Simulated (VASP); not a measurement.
# LaHg2 (Cmmm) in VASP: notebook

The runs below take LaHg2 through electric field gradients, with LDA.

Everything below comes from runs of VASP 6.6.1. Logs are shortened: lines on timing, memory, paths and dates and some standing lists are left out, and cuts for length are marked.

## 1. The cell of the first run

The structure is orthorhombic, space group Cmmm (No. 65). Conventional cell: a = 4.958 Å, b = 8.588 Å, c = 3.640 Å, α = 90.00°, β = 90.00°, γ = 90.00°. Within 4.3 Å of La (site symmetry mmm) lie 12 Hg at 3.26 to 3.69 Å and 2 La at 3.64 Å. Within 2.9 Å of Hg (site symmetry m2m) lie 1 Hg at 2.18 Å.

## 2. Electric field gradients, LDA (shortest bond scaled by 0.76)

The input, INCAR:

```
SYSTEM = LaHg2
PREC = Accurate
ENCUT = 410
EDIFF = 1E-8
ISMEAR = -1
SIGMA = 0.05
LREAL = .FALSE.
LASPH = .TRUE.
NELM = 200
ALGO = Normal
ISIF = 2
LWAVE = .FALSE.
LCHARG = .FALSE.
GGA = CA
LEFG = .TRUE.
NBANDS = 32
GGA_COMPAT = .FALSE.
LMAXMIX = 6
```

The input, KPOINTS:

```
regular mesh
0
G
  7 7 8
  0 0 0
```

The input, POSCAR:

```
LaHg2
1.0
    4.9580000000      0.0000000000      0.0000000000
   -2.4790000000      4.2937539520      0.0000000000
    0.0000000000      0.0000000000      3.6400000000
La Hg
1 2
Direct
    0.0000000000      0.0000000000      0.0000000000
    0.2533333333      0.6266666667      0.5000000000
    0.7466666667      0.3733333333      0.5000000000
```

Potentials or basis: VASP PAW LDA potentials, release 64 (La, Hg_sv_GW).

The run is started by

```console
$ cat potpaw_LDA.64/La/POTCAR potpaw_LDA.64/Hg_sv_GW/POTCAR > POTCAR
$ mpirun -np 1 vasp_std > vasp.out
```

OUTCAR:

```text
SYSTEM = LaHg2
   PREC = Accurate
   ENCUT = 410
   EDIFF = 1E-8
   ISMEAR = -1
   LREAL = .FALSE.
   LASPH = .TRUE.
   NELM = 200
   ISIF = 2
   GGA = CA

 ion  position               nearest neighbor table
   1  0.000  0.000  0.000-   2 3.26   3 3.26   2 3.26   3 3.26   2 3.26   2 3.26   3 3.26   3 3.26

   2  0.253  0.627  0.500-   3 2.18   3 3.26   3 3.26   1 3.26   1 3.26   1 3.26   1 3.26
   3  0.747  0.373  0.500-   2 2.18   2 3.26   2 3.26   1 3.26   1 3.26   1 3.26   1 3.26

  LATTYP: Found a hexagonal cell.
 ALAT       =     4.9580000000
 C/A-ratio  =     0.7341670028

  Lattice vectors:

 A1 = (   4.9580000000,   0.0000000000,   0.0000000000)
 A2 = (  -2.4790000000,   4.2937539520,   0.0000000000)
 A3 = (   0.0000000000,   0.0000000000,   3.6400000000)

Analysis of symmetry for initial positions (statically):
=====================================================================
 Subroutine PRICEL returns:
 Original cell was already a primitive cell.

 Routine SETGRP: Setting up the symmetry group for a
 hexagonal supercell.

 Subroutine GETGRP returns: Found  8 space group operations
 (whereof  8 operations were pure point group operations)
 out of a pool of 24 trial point group operations.

The static configuration has the point symmetry D_2h.

Analysis of symmetry for dynamics (positions and initial velocities):
=====================================================================
 Subroutine PRICEL returns:
 Original cell was already a primitive cell.

 Routine SETGRP: Setting up the symmetry group for a
 hexagonal supercell.

 Subroutine GETGRP returns: Found  8 space group operations
 (whereof  8 operations were pure point group operations)
 out of a pool of 24 trial point group operations.

The dynamic configuration has the point symmetry D_2h.

 Subroutine INISYM returns: Found  8 space group operations
 (whereof  8 operations are pure point group operations),
 and found     1 'primitive' translations

----------------------------------------------------------------------------------------

                                     Primitive cell

  volume of cell :      77.4899

  direct lattice vectors                    reciprocal lattice vectors
     4.958000000  0.000000000  0.000000000     0.201694232  0.116448219  0.000000000
    -2.479000000  4.293753952  0.000000000     0.000000000  0.232896438  0.000000000
     0.000000000  0.000000000  3.640000000     0.000000000  0.000000000  0.274725275

  length of vectors
     4.958000000  4.958000000  3.640000000     0.232896438  0.232896438  0.274725275

  position of ions in fractional coordinates (direct lattice)
     0.000000000  0.000000000  0.000000000
     0.253333333  0.626666667  0.500000000
     0.746666667  0.373333333  0.500000000

  ion indices of the primitive-cell ions
   primitive index   ion index
                 1           1
                 2           2
                 3           3

----------------------------------------------------------------------------------------

 KPOINTS: regular mesh

Automatic generation of k-mesh.
 Grid dimensions read from file:
 generate k-points for:    7    7    8

 Generating k-lattice:

  Cartesian coordinates                     Fractional coordinates (reciprocal lattice)
     0.028813462  0.016635460  0.000000000     0.142857143 -0.000000000  0.000000000
     0.000000000  0.033270920  0.000000000     0.000000000  0.142857143  0.000000000
     0.000000000  0.000000000  0.034340659     0.000000000  0.000000000  0.125000000

  Length of vectors
     0.033270920  0.033270920  0.034340659

  Shift w.r.t. Gamma in fractional coordinates (k-lattice)
     0.000000000  0.000000000  0.000000000

 Subroutine IBZKPT returns following result:
 ===========================================

 Found     80 irreducible k-points:

 Following reciprocal coordinates:
            Coordinates               Weight
  0.000000  0.000000  0.000000      1.000000
  0.142857  0.000000  0.000000      2.000000
  0.000000  0.142857  0.000000      4.000000
  0.285714  0.000000  0.000000      2.000000
  0.000000  0.285714  0.000000      4.000000
  0.428571  0.000000  0.000000      2.000000
[... 16 lines left out ...]
  0.000000  0.428571  0.125000      8.000000
  0.142857  0.142857  0.125000      8.000000
 [... further k-points ...]
   k-points           NKPTS =     80   k-points in BZ     NKDIM =     80   number of bands    NBANDS=     32
   number of dos      NEDOS =    301   number of ions     NIONS =      3
   total plane-waves  NPLWV =  31104
   dimension x,y,z NGX =    36 NGY =   36 NGZ =   24
   dimension x,y,z NGXF=    72 NGYF=   72 NGZF=   48
   ions per type =               1   2
   NGX,Y,Z   is equivalent  to a cutoff of  12.07, 12.07, 10.96 a.u.
   NGXF,Y,Z  is equivalent  to a cutoff of  24.14, 24.14, 21.92 a.u.
 SYSTEM =  LaHg2
   PREC   = accura    normal or accurate (medium, high low for compatibility)
   ISTART =      0    job   : 0-new  1-cont  2-samecut
   ICHARG =      2    charge: 1-file 2-atom 10-const
   ISPIN  =      1    spin polarized calculation?
   LNONCOLLINEAR =      F non collinear calculations
   LSORBIT =      F    spin-orbit coupling
   LASPH  =      T    aspherical Exc in radial PAW
   ENCUT  =  410.0 eV  30.13 Ry    5.49 a.u.   8.19  8.19  6.01*2*pi/ulx,y,z
   NELM   =    200;   NELMIN=  2; NELMDL= -5     # of ELM steps
   EDIFF  = 0.1E-07   stopping-criterion for ELM
   LREAL  =      F    real-space projection
   EDIFFG = 0.1E-06   stopping-criterion for IOM
   NSW    =      0    number of steps for IOM
   IBRION =     -1    ionic relax: 0-MD 1-quasi-New 2-CG
   NFREE  =      0    steps in history (QN), initial steepest desc. (CG)
   ISIF   =      2    stress and relaxation
   ISYM   =      2    0-nonsym 1-usesym 2-fastsym
   POTIM  = 0.5000    time-step for ionic-motion
   TEBEG  =    0.0;   TEEND  =   0.0 temperature during run
   PSTRESS=    0.0 pullay stress
   NELECT =      51.0000    total number of electrons
   NUPDOWN=      -1.0000    fix difference up-down
   EMIN   =  10.00;   EMAX   =-10.00  energy-range for DOS
   EFERMI =   0.00;   METHOD = LEGACY
   ISMEAR =    -1;   SIGMA  =   0.05  broadening in eV -4-tet -1-fermi 0-gaus
   EFERMI_NEDOS =   21; number of points for ismear=-14 and -15
   IALGO  =     38    algorithm
   IMIX   =      4    mixing-type and parameters
     AMIX     =   0.40;   BMIX     =  1.00
     AMIX_MAG =   1.60;   BMIX_MAG =  1.00
  volume/ion in A,a.u.               =      25.83       174.31
  Fermi-wavevector in a.u.,A,eV,Ry     =   1.424021  2.691010 27.590399  2.027837
  Thomas-Fermi vector in A             =   2.544557
   LORBIT       =      0    0 simple, 1 ext, 2 COOP (PROOUT), +10 PAW based schemes
   GGA     = CA    functional components
   LHFCALC =     F    Hartree Fock is set to
   AEXX    =    0.0000 exact exchange contribution
   IVDW    =     0    specifies the selected vdW correction
   LEPSILON=     F    determine dielectric tensor
   LRPA    =     F    only Hartree local field effects (RPA)
 non-spin polarized calculation
  energy-cutoff  :      410.00
  volume of cell :       77.49
 maximum number of plane-waves:      1476
 NGX is ok and might be reduce to    36
   NGX = 17   NGY = 17   NGZ = 13

 number of electron      51.0000014 magnetization

 Free energy of the ion-electron system (eV)
  ---------------------------------------------------
  ext. energy  EPLUGINS =         0.00000000
  ---------------------------------------------------
  free energy    TOTEN  =        -6.56097944 eV

  energy without entropy =       -6.54377058  energy(sigma->0) =       -6.55237501

 E-fermi :   7.7882     XC(G=0): -11.2041

 val. band max:        7.7851372042   @ k =  -0.1429   0.2857   0.1250
 cond. band min:       7.7916536586   @ k =   0.2857   0.2857   0.5000
 fundamental gap:      0.0065164545
 Fermi energy:         7.7882122662

 k-point     1 :       0.0000    0.0000    0.0000
  band No.  band energies     occupation
      1    -107.6799      2.00000
      2    -107.6036      2.00000
      3     -56.8988      2.00000
      4     -56.2610      2.00000
      5     -56.2574      2.00000
      6     -56.1711      2.00000
[... 24 lines left out ...]
     31       9.4409      0.00000
     32       9.4755      0.00000
[... 774 lines left out ...]
      2    -107.6041      2.00000
      3     -56.8970      2.00000
      4     -56.2619      2.00000
      5     -56.2607      2.00000
      6     -56.1689      2.00000
[... 24 lines left out ...]
     31       9.4332      0.00000
     32       9.4584      0.00000

 [... further k-points ...]

------------------------ aborting loop because EDIFF is reached ----------------------------------------

  FORCE on cell =-STRESS in cart. coord.  units (eV):
  Direction    XX          YY          ZZ          XY          YZ          ZX
  --------------------------------------------------------------------------------------
  -------------------------------------------------------------------------------------
  Total       15.7781983      5.1929696     -0.9588619      9.1670770      0.0000000      0.0000000
  in kB      326.2292761    107.3695915    -19.8253829    189.5380467      0.0000000      0.0000000
  external PRESSURE =     137.9244949 kB  Pullay stress =       0.0000000 kB

 VOLUME and BASIS-vectors are now :
 -----------------------------------------------------------------------------
  energy-cutoff  :      410.00
  volume of cell :       77.49
      direct lattice vectors                 reciprocal lattice vectors
     4.958000000  0.000000000  0.000000000     0.201694232  0.116448219  0.000000000
    -2.479000000  4.293753952  0.000000000     0.000000000  0.232896438  0.000000000
     0.000000000  0.000000000  3.640000000     0.000000000  0.000000000  0.274725275

 POSITION                                       TOTAL-FORCE (eV/Angst)
 -----------------------------------------------------------------------------------
      0.00000      0.00000      0.00000        -0.000000     -0.000000      0.000000
     -0.29748      2.69075      1.82000        11.189487      6.460253     -0.000000
      2.77648      1.60300      1.82000       -11.189487     -6.460253      0.000000
 -----------------------------------------------------------------------------------
    total drift:                                0.000000      0.000000      0.000000

  FREE ENERGIE OF THE ION-ELECTRON SYSTEM (eV)
  ---------------------------------------------------
  free  energy   TOTEN  =        -6.5609794413 eV

  energy  without entropy=       -6.5437705839  energy(sigma->0) =       -6.55237501

 Electric field gradients (V/A^2)
---------------------------------------------------------------------
 ion       V_xx      V_yy      V_zz      V_xy      V_xz      V_yz
---------------------------------------------------------------------
   1      10.867   -51.279    40.412    53.821     0.000    -0.000
   2    -264.351   -62.589   326.940  -174.738     0.000     0.000
   3    -264.351   -62.589   326.940  -174.738     0.000     0.000
---------------------------------------------------------------------

 Electric field gradients after diagonalization (V/A^2)
 (convention: |V_zz| > |V_xx| > |V_yy|)
----------------------------------------------------------------------
 ion       V_xx      V_yy      V_zz     asymmetry (V_yy - V_xx)/ V_zz
----------------------------------------------------------------------
   1      41.941    40.412   -82.352       0.019
   2     326.940    38.298  -365.237       0.790
   3     326.940    38.298  -365.237       0.790
----------------------------------------------------------------------

           NMR quadrupolar parameters

 Cq : quadrupolar parameter    Cq=e*Q*V_zz/h
 eta: asymmetry parameters     (V_yy - V_xx)/ V_zz
 Q  : nuclear electric quadrupole moment in mb (millibarn)
----------------------------------------------------------------------
 ion       Cq(MHz)       eta       Q (mb)
----------------------------------------------------------------------
   1      -0.199       0.019       1.000
   2      -0.883       0.790       1.000
   3      -0.883       0.790       1.000
----------------------------------------------------------------------
```

Run time: 2.2 min. Hardware: 1 thread of Intel Xeon Platinum 8259CL at 2.50GHz (Skylake/Cascade Lake), shared host; peak memory 0.28 GiB.

What came out:

| Property | Result |
| --- | --- |
| Free energy | -6.5610 eV |
| Pressure | 13.8 GPa |
| Largest force | 12.921 eV/Å |
| Band gap on the k mesh | zero (an odd number of electrons rules out a gap without spin polarisation) |
| Largest electric field gradient by atom | La -82.4; Hg -365.2 V/Å² |

Forces in eV/Å, atoms in the order of the input:
```
La    0.000   0.000   0.000
Hg   11.189   6.460   0.000
Hg  -11.189  -6.460   0.000
```

Stress tensor (GPa, compression positive):
```
32.62 18.95  0.00
18.95 10.74  0.00
 0.00  0.00 -1.98
```

Electric field gradients, principal values (V/Å²):
| atom | least | middle | greatest (by size) |
| --- | --- | --- | --- |
| 1 La | 40.412 | 41.941 | -82.352 |
| 2 Hg | 38.298 | 326.940 | -365.237 |
| 3 Hg | 38.298 | 326.940 | -365.237 |

Caveat: the cell differs from its parent crystal (shortest bond scaled by 0.76); the stress differs along the axes, from -2 to 33 GPa; without QUAD_EFG the Cq values of the log hold for a quadrupole moment of 1 mb, not for the nuclei; spin-orbit coupling is left out, which moves the levels of the heavy elements; forces of over 1 eV/Å act on the atoms, so gaps and moduli don't describe the material at rest.

(Continued in part 2 of 2.)

The gap in the log of VASP goes by the Fermi energy; the results here count the filled bands.